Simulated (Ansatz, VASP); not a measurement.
Given: the input of a run of Ansatz 0.2.0 on GaF.

The input input.yaml:

```yaml
crystal:
  lattice:
    - [3.16592, 0.0, 0.0]
    - [0.0, 3.16592, 0.0]
    - [0.0, 0.0, 3.16592]
  atoms:
    - { symbol: Ga, position: [0.0, 0.0, 0.0] }
    - { symbol: F, position: [0.5, 0.5, 0.5] }
hamiltonian:
  xc: pbe
  pseudopotentials: { kind: paw }
kpoints:
  mp_grid: { grid: [8, 8, 8] }
  band_path:
    path:
      - [[0.0, 0.0, 0.0], [0.0, 0.5, 0.0], [0.5, 0.5, 0.0], [0.0, 0.0, 0.0], [0.5, 0.5, 0.5], [0.0, 0.5, 0.0]]
      - [[0.5, 0.5, 0.0], [0.5, 0.5, 0.5]]
    npoints: 14
scf:
  occupations: { method: fermi_dirac, width: 0.05 }
  n_extra_bands: 6
output:
  forces: true
  stress: true
  eigenvalues: true
  fatbands: true
```

Potentials or basis: Ansatz PAW.

Command:

```console
$ ansatz run input.yaml --threads 2 --pin off --max-ram 5632MiB --backend cpu --events-out ev --progress --plain --runs-dir out
```

Question: Set up the same calculation for VASP 6.6.1. Potentials there: VASP PAW PBE potentials, release 64 (Ga, F).

Answer: As run (the cutoff follows the program's own potentials):

Contents of INCAR:

```
PREC = Accurate
ENCUT = 500
EDIFF = 1E-7
ISMEAR = -1
SIGMA = 0.05
LREAL = False
LASPH = True
NELM = 60
ALGO = Fast
ISIF = 2
LWAVE = False
LCHARG = False
GGA = PE
```

KPOINTS

```
Automatic mesh
0
Gamma
  8 8 8
```

Contents of POSCAR:

```
GaF
1.0
    3.1659200000      0.0000000000      0.0000000000
    0.0000000000      3.1659200000      0.0000000000
    0.0000000000      0.0000000000      3.1659200000
Ga F
1 1
Direct
    0.0000000000      0.0000000000      0.0000000000
    0.5000000000      0.5000000000      0.5000000000
```

Contents of KPOINTS_OPT:

```
path GXMGRX,MR
10
line-mode
reciprocal
 0.0000000000  0.0000000000  0.0000000000  G
 0.0000000000  0.5000000000  0.0000000000  X

 0.0000000000  0.5000000000  0.0000000000  X
 0.5000000000  0.5000000000  0.0000000000  M

 0.5000000000  0.5000000000  0.0000000000  M
 0.0000000000  0.0000000000  0.0000000000  G

 0.0000000000  0.0000000000  0.0000000000  G
 0.5000000000  0.5000000000  0.5000000000  R

 0.5000000000  0.5000000000  0.5000000000  R
 0.0000000000  0.5000000000  0.0000000000  X

 0.5000000000  0.5000000000  0.0000000000  M
 0.5000000000  0.5000000000  0.5000000000  R
```

Potentials or basis: VASP PAW PBE potentials, release 64 (Ga, F).

The run is started by

```sh
$ cat potpaw_PBE.64/Ga/POTCAR potpaw_PBE.64/F/POTCAR > POTCAR
$ mpirun -np 1 vasp_std > vasp.out
```

Both were run:

|  | VASP | Ansatz | Ansatz less VASP |
| --- | --- | --- | --- |
| gap on the k mesh at the Fermi level (eV) | 0.35 | 0.34 | -0.007 |
| least direct gap on the mesh (eV) | 1.12 | 1.13 | +0.006 |
| gap along the band path (eV) | 0.35 | 0.34 | -0.007 |
| pressure (GPa) | -1.1 | 0.0 | +1.14 |

The functional is the same, so the differences come from potentials, cutoffs and numerics. VASP's potentials hold 10 valence electrons a cell and Ansatz's 20, so a difference there can come from the potentials and not from the codes.
